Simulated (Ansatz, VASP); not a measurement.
AlN in VASP and in Ansatz

The input INCAR:

```
ALGO     = Normal         # electronic algorithm
EDIFF    = 1E-7           # SCF threshold, eV
EDIFFG   = -0.002         # ionic threshold
ENCUT    = 520            # plane-wave cutoff, eV
GGA      = PS             # functional
GGA_COMPAT= F            
IBRION   = 2              # ionic algorithm
ISIF     = 2              # what is computed and relaxed
ISMEAR   = 0              # smearing method
LASPH    = T              # aspherical terms in the spheres
LCHARG   = F              # write CHGCAR
LREAL    = F              # projectors in reciprocal space
LWAVE    = F              # write WAVECAR
NELM     = 120            # most SCF steps
NELMIN   = 4            
NSW      = 60             # ionic steps
PREC     = Accurate       # precision mode
SIGMA    = 0.02           # smearing width, eV
```

File KPOINTS:

```
k-points
0
Gamma
  9 9 9
```

The input POSCAR:

```
AlN
1.0
    0.0364781651      2.2142246193      2.2142246193
    2.2142246193      0.0364781651      2.2142246193
    2.2142246193      2.2142246193      0.0364781651
Al N
1 1
Direct
    0.0000000000      0.0000000000      0.0000000000
    0.2500000000      0.2500000000      0.2500000000
```

Input for Ansatz:

```yaml
crystal:
  lattice:
    - [0.0364781651, 2.2142246193, 2.2142246193]
    - [2.2142246193, 0.0364781651, 2.2142246193]
    - [2.2142246193, 2.2142246193, 0.0364781651]
  atoms:
    - { symbol: Al, position: [0.0, 0.0, 0.0] }
    - { symbol: "N", position: [0.25, 0.25, 0.25] }
basis:
  ecutwfc: 420
kpoints:
  mp_grid: { grid: [9, 9, 9] }
hamiltonian:
  xc: pbesol
  pseudopotentials: { kind: paw, azcp: { folder: soft_1 } }
scf:
  occupations: { method: gaussian, width: 0.02 }
output:
  forces: true
  stress: true
  eigenvalues: true
relax:
  adjacent_minimum: "off"
  f_tol: 0.002
  max_steps: 40
```

Change from the starting cell: strained cell.

Alike in both runs: task relaxation of the atoms; functional PBEsol; k mesh 9 × 9 × 9; occupations gaussian, width 0.02 eV; no spin polarisation.

|  | VASP | Ansatz |
| --- | --- | --- |
| version | VASP 6.6.1 | Ansatz 0.2.0 |
| potentials or method | VASP PAW PBE potentials, release 64 (Al, N), cutoff 520 eV | scalar-relativistic, plane waves, PAW |
| valence electrons in the cell | 8 | 8 |

|  | VASP | Ansatz | Ansatz less VASP |
| --- | --- | --- | --- |
| gap on the k mesh at the Fermi level, each at its own relaxed structure (eV) | 3.28 | 3.29 | +0.008 |

VASP's potentials were made for PBE, not for PBEsol, and Ansatz warns of the same on its side. Ansatz's warnings: stress scf threshold loose.
